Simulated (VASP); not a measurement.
# SiO2 (I-42d) in VASP: further runs

Runs on SiO2. Level: PBEsol. Tasks: electric field gradients.

Everything below comes from runs of VASP 6.6.1. Logs are shortened: lines on timing, memory, paths and dates and some standing lists are left out, and cuts for length are marked.

## 1. The cell of the first run

The structure is tetragonal, space group I-42d (No. 122). The conventional cell has a = 4.748 Å, b = 4.748 Å, c = 7.488 Å, α = 90.00°, β = 90.00°, γ = 90.00°. Si (site symmetry -4) has 4 O at 1.62 Å within 2.2 Å. O (site symmetry 2) has 2 Si at 1.62 Å within 2.2 Å.

## 2. Electric field gradients, PBEsol

The input, INCAR:

```
PREC = Accurate ; ENCUT = 520
EDIFF = 1E-8 ; ISMEAR = -1
SIGMA = 0.03 ; LREAL = F
LASPH = T ; NELM = 80
ALGO = Normal ; ISIF = 2
LWAVE = F ; LCHARG = F
GGA = PS ; LEFG = T
NBANDS = 25
```

The input, KPOINTS:

```
Automatic mesh
0
Gamma
  7 7 7
```

The input, POSCAR:

```
SiO2
1.0
   -2.3740500000      2.3740500000      3.7440000000
    2.3740500000     -2.3740500000      3.7440000000
    2.3740500000      2.3740500000     -3.7440000000
Si O
2 4
Direct
    0.0000000000      0.0000000000      0.0000000000
    0.7500000000      0.2500000000      0.5000000000
    0.9983800000      0.6250000000      0.8733800000
    0.3750000000      0.2483800000      0.3733800000
    0.7516200000      0.1250000000      0.1266200000
    0.8750000000      0.0016200000      0.6266200000
```

Potentials or basis: VASP PAW PBE potentials, release 64 (Si, O).

Command:

```console
$ cat potpaw_PBE.64/Si/POTCAR potpaw_PBE.64/O/POTCAR > POTCAR
$ mpirun -np 1 vasp_std > vasp.out
```

OUTCAR:

```text
PREC = Accurate
   ENCUT = 520
   EDIFF = 1E-8
   ISMEAR = -1
   LREAL = F
   LASPH = T
   NELM = 80
   ISIF = 2
   GGA = PS

 ion  position               nearest neighbor table
   1  0.000  0.000  0.000-   3 1.62   4 1.62   5 1.62   6 1.62   2 3.02   2 3.02   2 3.02   2 3.02

   2  0.750  0.250  0.500-   3 1.62   4 1.62   5 1.62   6 1.62   1 3.02   1 3.02   1 3.02   1 3.02

   3  0.998  0.625  0.873-   1 1.62   2 1.62
   4  0.375  0.248  0.373-   1 1.62   2 1.62
   5  0.752  0.125  0.127-   1 1.62   2 1.62
   6  0.875  0.002  0.627-   1 1.62   2 1.62

  LATTYP: Found a body centered tetragonal cell.
 ALAT       =     4.7481000000
 C/A-ratio  =     1.5770518734

  Lattice vectors:

 A1 = (  -2.3740500000,   2.3740500000,   3.7440000000)
 A2 = (   2.3740500000,  -2.3740500000,   3.7440000000)
 A3 = (   2.3740500000,   2.3740500000,  -3.7440000000)

Analysis of symmetry for initial positions (statically):
=====================================================================
 Subroutine PRICEL returns:
 Original cell was already a primitive cell.

 Routine SETGRP: Setting up the symmetry group for a
 body centered tetragonal supercell.

 Subroutine GETGRP returns: Found  8 space group operations
 (whereof  4 operations were pure point group operations)
 out of a pool of 16 trial point group operations.

The static configuration has the point symmetry S_4 .
 The point group associated with its full space group is D_2d.

Analysis of symmetry for dynamics (positions and initial velocities):
=====================================================================
 Subroutine PRICEL returns:
 Original cell was already a primitive cell.

 Routine SETGRP: Setting up the symmetry group for a
 body centered tetragonal supercell.

 Subroutine GETGRP returns: Found  8 space group operations
 (whereof  4 operations were pure point group operations)
 out of a pool of 16 trial point group operations.

The dynamic configuration has the point symmetry S_4 .
 The point group associated with its full space group is D_2d.

 Subroutine INISYM returns: Found  8 space group operations
 (whereof  4 operations are pure point group operations),
 and found     1 'primitive' translations

----------------------------------------------------------------------------------------

                                     Primitive cell

  volume of cell :      84.4064

  direct lattice vectors                    reciprocal lattice vectors
    -2.374050000  2.374050000  3.744000000     0.000000000  0.210610560  0.133547009
     2.374050000 -2.374050000  3.744000000     0.210610560  0.000000000  0.133547009
     2.374050000  2.374050000 -3.744000000     0.210610560  0.210610560  0.000000000

  length of vectors
     5.028892801  5.028892801  5.028892801     0.249382460  0.249382460  0.297848310

  position of ions in fractional coordinates (direct lattice)
     0.000000000  0.000000000  0.000000000
     0.750000000  0.250000000  0.500000000
     0.998380000  0.625000000  0.873380000
     0.375000000  0.248380000  0.373380000
     0.751620000  0.125000000  0.126620000
     0.875000000  0.001620000  0.626620000

  ion indices of the primitive-cell ions
   primitive index   ion index
                 1           1
                 2           2
                 3           3
                 4           4
                 5           5
                 6           6

----------------------------------------------------------------------------------------

 KPOINTS: Automatic mesh

Automatic generation of k-mesh.
 Grid dimensions read from file:
 generate k-points for:    7    7    7
[... 56 lines left out ...]
   ISTART =      0    job   : 0-new  1-cont  2-samecut
   ICHARG =      2    charge: 1-file 2-atom 10-const
   ISPIN  =      1    spin polarized calculation?
   LNONCOLLINEAR =      F non collinear calculations
   LSORBIT =      F    spin-orbit coupling
   LASPH  =      T    aspherical Exc in radial PAW
   ENCUT  =  520.0 eV  38.22 Ry    6.18 a.u.   9.35  9.35  9.35*2*pi/ulx,y,z
   NELM   =     80;   NELMIN=  2; NELMDL= -5     # of ELM steps
   EDIFF  = 0.1E-07   stopping-criterion for ELM
   LREAL  =      F    real-space projection
   EDIFFG = 0.1E-06   stopping-criterion for IOM
   NSW    =      0    number of steps for IOM
   IBRION =     -1    ionic relax: 0-MD 1-quasi-New 2-CG
   NFREE  =      0    steps in history (QN), initial steepest desc. (CG)
   ISIF   =      2    stress and relaxation
   ISYM   =      2    0-nonsym 1-usesym 2-fastsym
   POTIM  = 0.5000    time-step for ionic-motion
   TEBEG  =    0.0;   TEEND  =   0.0 temperature during run
   PSTRESS=    0.0 pullay stress
   NELECT =      32.0000    total number of electrons
   NUPDOWN=      -1.0000    fix difference up-down
   EMIN   =  10.00;   EMAX   =-10.00  energy-range for DOS
   EFERMI =   0.00;   METHOD = LEGACY
   ISMEAR =    -1;   SIGMA  =   0.03  broadening in eV -4-tet -1-fermi 0-gaus
   EFERMI_NEDOS =   21; number of points for ismear=-14 and -15
   IALGO  =     38    algorithm
   IMIX   =      4    mixing-type and parameters
     AMIX     =   0.40;   BMIX     =  1.00
     AMIX_MAG =   1.60;   BMIX_MAG =  1.00
  volume/ion in A,a.u.               =      14.07        94.93
  Fermi-wavevector in a.u.,A,eV,Ry     =   1.184858  2.239057 19.101062  1.403888
  Thomas-Fermi vector in A             =   2.321064
   LORBIT       =      0    0 simple, 1 ext, 2 COOP (PROOUT), +10 PAW based schemes
   GGA     = PS    functional components
   LHFCALC =     F    Hartree Fock is set to
   AEXX    =    0.0000 exact exchange contribution
   IVDW    =     0    specifies the selected vdW correction
   LEPSILON=     F    determine dielectric tensor
   LRPA    =     F    only Hartree local field effects (RPA)
 non-spin polarized calculation
  energy-cutoff  :      520.00
  volume of cell :       84.41
 maximum number of plane-waves:      2317
 NGX is ok and might be reduce to    40
   NGX = 19   NGY = 19   NGZ = 19

 number of electron      32.0000012 magnetization

 Free energy of the ion-electron system (eV)
  ---------------------------------------------------
  ext. energy  EPLUGINS =         0.00000000
  ---------------------------------------------------
  free energy    TOTEN  =       -49.29780973 eV

  energy without entropy =      -49.29780973  energy(sigma->0) =      -49.29780973

 E-fermi :   0.4366     XC(G=0):  -8.7112

 val. band max:       -0.1983410539   @ k =   0.0000   0.0000   0.0000
 cond. band min:       5.7745126791   @ k =   0.0000   0.0000   0.0000
 fundamental gap:      5.9728537330
 Fermi energy:         0.4366483588

 k-point     1 :       0.0000    0.0000    0.0000
  band No.  band energies     occupation
      1     -19.2426      2.00000
      2     -17.0967      2.00000
      3     -17.0760      2.00000
      4     -17.0760      2.00000
      5      -9.0179      2.00000
      6      -5.4897      2.00000
[... 661 lines left out ...]
     24      12.6763      0.00000
     25      12.9803      0.00000

 [... further k-points ...]

------------------------ aborting loop because EDIFF is reached ----------------------------------------

  FORCE on cell =-STRESS in cart. coord.  units (eV):
  Direction    XX          YY          ZZ          XY          YZ          ZX
  --------------------------------------------------------------------------------------
  -------------------------------------------------------------------------------------
  Total        1.2087497      1.2087497      0.1897558      0.0000000      0.0000000      0.0000000
  in kB       22.9441194     22.9441194      3.6018869      0.0000000      0.0000000      0.0000000
  external PRESSURE =      16.4967085 kB  Pullay stress =       0.0000000 kB

 VOLUME and BASIS-vectors are now :
 -----------------------------------------------------------------------------
  energy-cutoff  :      520.00
  volume of cell :       84.41
      direct lattice vectors                 reciprocal lattice vectors
    -2.374050000  2.374050000  3.744000000     0.000000000  0.210610560  0.133547009
     2.374050000 -2.374050000  3.744000000     0.210610560  0.000000000  0.133547009
     2.374050000  2.374050000 -3.744000000     0.210610560  0.210610560  0.000000000

 POSITION                                       TOTAL-FORCE (eV/Angst)
 -----------------------------------------------------------------------------------
      0.00000      0.00000      0.00000         0.000000      0.000000      0.000000
      0.00000      2.37405      1.87200         0.000000      0.000000     -0.000000
      1.18702      2.95987      2.80800         0.000000      0.026321     -0.000000
      0.58582      1.18702      0.93600         0.026321      0.000000     -0.000000
     -1.18702      1.78823      2.80800         0.000000     -0.026321      0.000000
     -0.58582      3.56107      0.93600        -0.026321      0.000000      0.000000
 -----------------------------------------------------------------------------------
    total drift:                                0.000002      0.000002      0.000002

  FREE ENERGIE OF THE ION-ELECTRON SYSTEM (eV)
  ---------------------------------------------------
  free  energy   TOTEN  =       -49.2978097282 eV

  energy  without entropy=      -49.2978097282  energy(sigma->0) =      -49.29780973

 Electric field gradients (V/A^2)
---------------------------------------------------------------------
 ion       V_xx      V_yy      V_zz      V_xy      V_xz      V_yz
---------------------------------------------------------------------
   1       2.910     2.909    -5.819    -0.000    -0.000    -0.000
   2       2.909     2.910    -5.819    -0.000    -0.000    -0.000
   3      27.329   -27.671     0.342     0.003    68.229     0.002
   4     -27.671    27.329     0.342     0.003     0.002    68.229
   5      27.329   -27.672     0.343     0.003   -68.223     0.002
   6     -27.672    27.329     0.343     0.003     0.002   -68.223
---------------------------------------------------------------------

 Electric field gradients after diagonalization (V/A^2)
 (convention: |V_zz| > |V_xx| > |V_yy|)
----------------------------------------------------------------------
 ion       V_xx      V_yy      V_zz     asymmetry (V_yy - V_xx)/ V_zz
----------------------------------------------------------------------
   1       2.910     2.909    -5.819       0.000
   2       2.910     2.909    -5.819       0.000
   3     -55.715   -27.671    83.386       0.336
   4     -55.715   -27.671    83.386       0.336
   5     -55.709   -27.672    83.381       0.336
   6     -55.709   -27.672    83.381       0.336
----------------------------------------------------------------------

           NMR quadrupolar parameters

 Cq : quadrupolar parameter    Cq=e*Q*V_zz/h
 eta: asymmetry parameters     (V_yy - V_xx)/ V_zz
 Q  : nuclear electric quadrupole moment in mb (millibarn)
----------------------------------------------------------------------
 ion       Cq(MHz)       eta       Q (mb)
----------------------------------------------------------------------
   1      -0.014       0.000       1.000
   2      -0.014       0.000       1.000
   3       0.202       0.336       1.000
   4       0.202       0.336       1.000
   5       0.202       0.336       1.000
   6       0.202       0.336       1.000
----------------------------------------------------------------------
```

It took 2.5 min on 1 thread of Intel Xeon 8259CL, shared host; peak memory 0.26 GiB.

Results:

```
Free energy                             : -49.2978 eV
Pressure                                : 1.6 GPa
Largest force                           : 0.026 eV/Å
Band gap on the k mesh                  : 5.97 eV
Largest electric field gradient by atom : Si -5.8; O +83.4 V/Å²
```

Forces on the atoms (eV/Å):
```
Si   0.000  0.000  0.000
Si   0.000  0.000  0.000
O    0.000  0.026  0.000
O    0.026  0.000  0.000
O    0.000 -0.026  0.000
O   -0.026  0.000  0.000
```

Stress tensor (GPa, compression positive):
```
2.29 0.00 0.00
0.00 2.29 0.00
0.00 0.00 0.36
```

Levels at points of the mesh, in eV from the valence-band top:
```
           k point  band 14  band 15  band 16  band 17  band 18  band 19
(0.00, 0.00, 0.00)    -1.03     0.00     0.00     5.97     8.57    11.19
```

Electric field gradients, principal values (V/Å²):
```csv
atom,least,middle,greatest (by size)
1 Si,2.909,2.910,-5.819
2 Si,2.909,2.910,-5.819
3 O,-27.671,-55.715,83.386
4 O,-27.671,-55.715,83.386
5 O,-27.672,-55.709,83.381
6 O,-27.672,-55.709,83.381
```

Caveat: without QUAD_EFG the Cq values of the log hold for a quadrupole moment of 1 mb, not for the nuclei; the PAW data sets were made with another functional, which shifts forces and pressure a little; an odd mesh through Γ misses points on the zone boundary, where band edges can lie.

## 3. Electric field gradients, PBEsol

The input, INCAR:

```
SYSTEM = SiO2
PREC = Accurate ; ENCUT = 520
EDIFF = 1E-8 ; ISMEAR = -1
SIGMA = 0.03 ; LREAL = .FALSE.
LASPH = .TRUE. ; NELM = 60
ALGO = Normal ; ISIF = 2
LWAVE = .FALSE. ; LCHARG = .FALSE.
GGA = PS ; LEFG = .TRUE.
NBANDS = 25
```

The input, KPOINTS:

```
Automatic mesh
0
G
  7 7 7
  0 0 0
```

POSCAR is that of step 2.

Potentials or basis: VASP PAW PBE potentials, release 64 (Si, O).

Command:

```console
$ cat potpaw_PBE.64/Si/POTCAR potpaw_PBE.64/O/POTCAR > POTCAR
$ mpirun -np 1 vasp_std > vasp.out
```

OUTCAR:

```text
SYSTEM = SiO2
   PREC = Accurate
   ENCUT = 520
   EDIFF = 1E-8
   ISMEAR = -1
   LREAL = .FALSE.
   LASPH = .TRUE.
   NELM = 60
   ISIF = 2
   GGA = PS

 ion  position               nearest neighbor table
   1  0.000  0.000  0.000-   3 1.62   4 1.62   5 1.62   6 1.62   2 3.02   2 3.02   2 3.02   2 3.02

   2  0.750  0.250  0.500-   3 1.62   4 1.62   5 1.62   6 1.62   1 3.02   1 3.02   1 3.02   1 3.02

   3  0.998  0.625  0.873-   1 1.62   2 1.62
   4  0.375  0.248  0.373-   1 1.62   2 1.62
   5  0.752  0.125  0.127-   1 1.62   2 1.62
   6  0.875  0.002  0.627-   1 1.62   2 1.62

  LATTYP: Found a body centered tetragonal cell.
[... 916 lines left out ...]
   3      27.329   -27.671     0.342     0.003    68.229     0.002
   4     -27.671    27.329     0.342     0.003     0.002    68.229
   5      27.329   -27.672     0.343     0.003   -68.223     0.002
   6     -27.672    27.329     0.343     0.003     0.002   -68.223
---------------------------------------------------------------------

 Electric field gradients after diagonalization (V/A^2)
 (convention: |V_zz| > |V_xx| > |V_yy|)
----------------------------------------------------------------------
 ion       V_xx      V_yy      V_zz     asymmetry (V_yy - V_xx)/ V_zz
----------------------------------------------------------------------
   1       2.910     2.909    -5.819       0.000
   2       2.910     2.909    -5.819       0.000
   3     -55.715   -27.671    83.386       0.336
   4     -55.715   -27.671    83.386       0.336
   5     -55.709   -27.672    83.381       0.336
   6     -55.709   -27.672    83.381       0.336
----------------------------------------------------------------------

           NMR quadrupolar parameters

 Cq : quadrupolar parameter    Cq=e*Q*V_zz/h
 eta: asymmetry parameters     (V_yy - V_xx)/ V_zz
 Q  : nuclear electric quadrupole moment in mb (millibarn)
----------------------------------------------------------------------
 ion       Cq(MHz)       eta       Q (mb)
----------------------------------------------------------------------
   1      -0.014       0.000       1.000
   2      -0.014       0.000       1.000
   3       0.202       0.336       1.000
   4       0.202       0.336       1.000
   5       0.202       0.336       1.000
   6       0.202       0.336       1.000
----------------------------------------------------------------------
```

OSZICAR:

```text
N       E                     dE             d eps       ncg     rms          rms(c)
DAV:   1     0.171579969455E+03    0.17158E+03   -0.16287E+04  2000   0.115E+03
DAV:   2    -0.434114241883E+02   -0.21499E+03   -0.20561E+03  2680   0.272E+02
DAV:   3    -0.549653199694E+02   -0.11554E+02   -0.11504E+02  2692   0.646E+01
DAV:   4    -0.550744813043E+02   -0.10916E+00   -0.10912E+00  2415   0.719E+00
DAV:   5    -0.550757796823E+02   -0.12984E-02   -0.12982E-02  2678   0.773E-01    0.200E+01
DAV:   6    -0.493539401104E+02    0.57218E+01   -0.17647E+01  2460   0.266E+01    0.102E+01
DAV:   7    -0.493159641069E+02    0.37976E-01   -0.60908E-01  2499   0.429E+00    0.361E+00
DAV:   8    -0.492927192002E+02    0.23245E-01   -0.34461E-02  2580   0.156E+00    0.130E+00
DAV:   9    -0.492960417283E+02   -0.33225E-02   -0.15121E-02  2244   0.928E-01    0.270E-01
DAV:  10    -0.492977418793E+02   -0.17002E-02   -0.21862E-03  2474   0.269E-01    0.785E-02
DAV:  11    -0.492978047028E+02   -0.62823E-04   -0.54050E-04  2527   0.161E-01    0.245E-02
DAV:  12    -0.492978064542E+02   -0.17515E-05   -0.33289E-05  2471   0.379E-02    0.138E-02
DAV:  13    -0.492978094523E+02   -0.29980E-05   -0.65762E-06  2406   0.159E-02    0.394E-03
DAV:  14    -0.492978097128E+02   -0.26051E-06   -0.38373E-07  2583   0.410E-03    0.116E-03
DAV:  15    -0.492978097297E+02   -0.16866E-07   -0.40697E-08  2120   0.125E-03    0.604E-04
DAV:  16    -0.492978097282E+02    0.14429E-08   -0.59233E-09  2014   0.519E-04
   1 F= -.49297810E+02 E0= -.49297810E+02  d E =-.506500E-10
```

Run time: 2.7 min. Hardware: 1 thread of Intel Xeon 8259CL, shared host; peak memory 0.26 GiB.

Results:

| Quantity | Value |
| --- | --- |
| Free energy | -49.2978 eV |
| Pressure | 1.6 GPa |
| Largest force | 0.026 eV/Å |
| Band gap on the k mesh | 5.97 eV |
| Largest electric field gradient by atom | Si -5.8; O +83.4 V/Å² |

Forces on the atoms (eV/Å):
```
Si   0.000  0.000  0.000
Si   0.000  0.000  0.000
O    0.000  0.026  0.000
O    0.026  0.000  0.000
O    0.000 -0.026  0.000
O   -0.026  0.000  0.000
```

Stress tensor (GPa, compression positive):
```
2.29 0.00 0.00
0.00 2.29 0.00
0.00 0.00 0.36
```

Levels at points of the mesh, in eV from the valence-band top:
```
           k point  band 13  band 14  band 15  band 16  band 17  band 18  band 19  band 20
(0.00, 0.00, 0.00)    -1.33    -1.03     0.00     0.00     5.97     8.57    11.19    11.19
```

Electric field gradients, principal values (V/Å²):
```csv
atom,least,middle,greatest (by size)
1 Si,2.909,2.910,-5.819
2 Si,2.909,2.910,-5.819
3 O,-27.671,-55.715,83.386
4 O,-27.671,-55.715,83.386
5 O,-27.672,-55.709,83.381
6 O,-27.672,-55.709,83.381
```

Caveat: without QUAD_EFG the Cq values of the log hold for a quadrupole moment of 1 mb, not for the nuclei; the PAW data sets were made with another functional, which shifts forces and pressure a little; an odd mesh through Γ misses points on the zone boundary, where band edges can lie. PBEsol gaps usually lie below the measured ones, often by a third to a half.
